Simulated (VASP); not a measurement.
Runs of VASP 6.6.1 on CsBa3. Symmetry: Fm-3m, No. 225, cubic system. The conventional cell has a = 10.443 Å, b = 10.443 Å, c = 10.443 Å, α = 90.00°, β = 90.00°, γ = 90.00°. 

```csv
level,k mesh,smearing,gap on the mesh (eV),pressure (GPa),largest force (eV/Å)
r2SCAN,4 × 4 × 4,gaussian 0.1 eV,none,0.3,-
PBE,3 × 3 × 3,methfessel-paxton 0.05 eV,none,0.3,0.10
PBE,3 × 3 × 3,methfessel-paxton 0.01 eV,none,0.3,0.09
PBE,3 × 3 × 3,methfessel-paxton 0.025 eV,none,0.3,0.09
PBE,3 × 3 × 3,methfessel-paxton 0.005 eV,none,0.3,0.09
PBE,5 × 5 × 5,methfessel-paxton 0.05 eV,none,(a),0.09
PBE,5 × 5 × 5,fermi-dirac 0.05 eV,none,0.1,-
```

Alike in all rows: task single point; potentials or basis VASP PAW PBE potentials, release 64 (Ba_sv, Cs_sv); no spin polarisation; cell as given; cutoff (eV) 520.

Estimate the missing entries.

(a) 0.0.

Caveats: spin-orbit coupling is left out, which moves the levels of the heavy elements; the PAW data sets were made with another functional, which shifts forces and pressure a little (some runs).

A k mesh can miss the band edges, and the runs leave out spin-orbit coupling on Ba, Cs.

A gap of «none» marks levels without a gap at the run's occupations.
